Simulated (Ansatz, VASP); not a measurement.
**GaN: VASP beside Ansatz**

POSCAR

```
GaN
1.0
    0.0000000000      2.2489525411      2.2939315919
    2.2489525411      0.0000000000      2.2939315919
    2.2489525411      2.2489525411      0.0000000000
Ga N
1 1
Direct
    0.0000000000      0.0000000000      0.0000000000
    0.2500000000      0.2500000000      0.2500000000
```

Contents of INCAR.step1:

```
  PREC = Accurate
  ENCUT = 520
  ISMEAR = 0
  SIGMA = 0.01
  LREAL = F
  LASPH = T
  NELM = 150
  MAGMOM = 0 0 0 0 0 0
  LSORBIT = T
  GGA_COMPAT = F
  NBANDS = 30
  GGA = PE
  ALGO = Normal
  EDIFF = 1E-4
  LWAVE = T
  LCHARG = F
```

Contents of INCAR.step2:

```
  PREC = Accurate
  ENCUT = 520
  EDIFF = 1E-6
  ISMEAR = 0
  SIGMA = 0.01
  LREAL = F
  LASPH = T
  NELM = 150
  ALGO = Normal
  ISIF = 2
  LWAVE = F
  LCHARG = F
  MAGMOM = 0 0 0 0 0 0
  LORBIT = 11
  LSORBIT = T
  GGA_COMPAT = F
  LORBMOM = T
  METAGGA = R2SCAN
  LMIXTAU = T
  NBANDS = 30
  ISTART = 1
```

File KPOINTS:

```
regular mesh
0
Gamma
  10 10 10
```

Input for Ansatz:

```yaml
crystal:
  lattice:
    - [0.0, 2.2489525411, 2.2939315919]
    - [2.2489525411, 0.0, 2.2939315919]
    - [2.2489525411, 2.2489525411, 0.0]
  atoms:
    - { symbol: Ga, position: [0.0, 0.0, 0.0] }
    - { symbol: "N", position: [0.25, 0.25, 0.25] }
kpoints:
  mp_grid: { grid: [10, 10, 10] }
  band_path:
    path:
      - [0.0, 0.0, 0.0]
      - [-0.5, -0.5, 0.0]
      - [-0.375, -0.375, 0.25]
      - [-0.375, 0.0, 0.375]
      - [0.0, 0.0, 0.5]
      - [-0.5, -0.25, 0.25]
    npoints: 1
hamiltonian:
  xc: r2scan
scf:
  occupations: { method: fixed }
  n_extra_bands: 8
magnetization:
  noncollinear: true
  spin_orbit: true
output:
  forces: true
  stress: true
  eigenvalues: true
```

Change from the starting cell: uniaxial_z strain +2.0%.

Alike in both runs: task single point; functional r2SCAN; k mesh 10 × 10 × 10; non-collinear spin, spin-orbit coupling.

|  | VASP | Ansatz |
| --- | --- | --- |
| version | VASP 6.6.1 | Ansatz 0.2.0 |
| potentials or method | VASP PAW PBE potentials, release 64 (Ga_d, N) | plane waves, PAW |
| plane-wave cutoff (eV) | 520 | 500 |
| occupations | gaussian, width 0.01 eV | fixed |
| valence electrons in the cell | 18 | 18 |

Ansatz gave:

| Item | Value |
| --- | --- |
| pressure (GPa) | -3.8 |
| traceless stress, the component that is largest in VASP (GPa) | -1.84 |

Question: Which values does VASP return?

Answer: Pressure (GPa): -2.7; traceless stress, the component that is largest in VASP (GPa): -1.77.

VASP's potentials were made for PBE, not for r2SCAN.
